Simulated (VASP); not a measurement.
A run of VASP 6.6.1 is set up as follows.

The input INCAR:

```
SYSTEM = Zr2C
PREC = Accurate
ENCUT = 600
EDIFF = 1E-6
ISMEAR = 0
SIGMA = 0.1
LREAL = .FALSE.
LASPH = .TRUE.
NELM = 100
ALGO = Normal
ISIF = 3
LWAVE = .FALSE.
LCHARG = .FALSE.
GGA = PS
IBRION = 2
NSW = 80
EDIFFG = -0.05
```

The input KPOINTS:

```
Automatic mesh
0
G
  6 6 6
  0 0 0
```

File POSCAR:

```
Zr2C
1.0
    1.6036989146      0.9258960001      5.0144291462
   -1.6036989146      0.9258960001      5.0144291462
    0.0000000000     -1.8517920001      5.0144291462
Zr C
2 1
Direct
    0.2458180105      0.2458180105      0.2458180105
    0.7541819895      0.7541819895      0.7541819895
    0.5000000000      0.5000000000      0.5000000000
```

Potentials or basis: VASP PAW PBE potentials, release 64 (Zr_sv, C).

Command:

```console
$ cat potpaw_PBE.64/Zr_sv/POTCAR potpaw_PBE.64/C/POTCAR > POTCAR
$ mpirun -np 1 vasp_std > vasp.out
```

Question: Estimate the band gap on the k mesh.

Answer: Zero (bands 14 and 15 overlap by 1.27 eV).

Question: What does it give for the relaxed volume?

Answer: 16.79 Å³/atom.

Step by step:
| step | energy change (eV) | largest force (eV/Å) | pressure (GPa) | volume (Å³) |
| --- | --- | --- | --- | --- |
| 1 | 0.0000 | 1.3979 | 24.35 | 44.67 |
| 2 | 0.8334 | 2.5184 | -24.53 | 60.95 |
| 3 | -0.3652 | 0.6282 | -0.91 | 49.80 |
| 4 | -0.3671 | 0.5313 | 0.31 | 49.47 |
| 5 | -0.3671 | 0.5012 | 0.68 | 49.37 |
| 6 | -0.3899 | 0.2295 | 0.21 | 49.90 |
| 7 | -0.3963 | 0.0083 | -0.10 | 50.38 |

Caveat: the k points lie up to 0.37 Å⁻¹ apart in the final cell, too coarse for converged energies and pressures of a metal; the PAW data sets were made with another functional, which shifts forces and pressure a little.
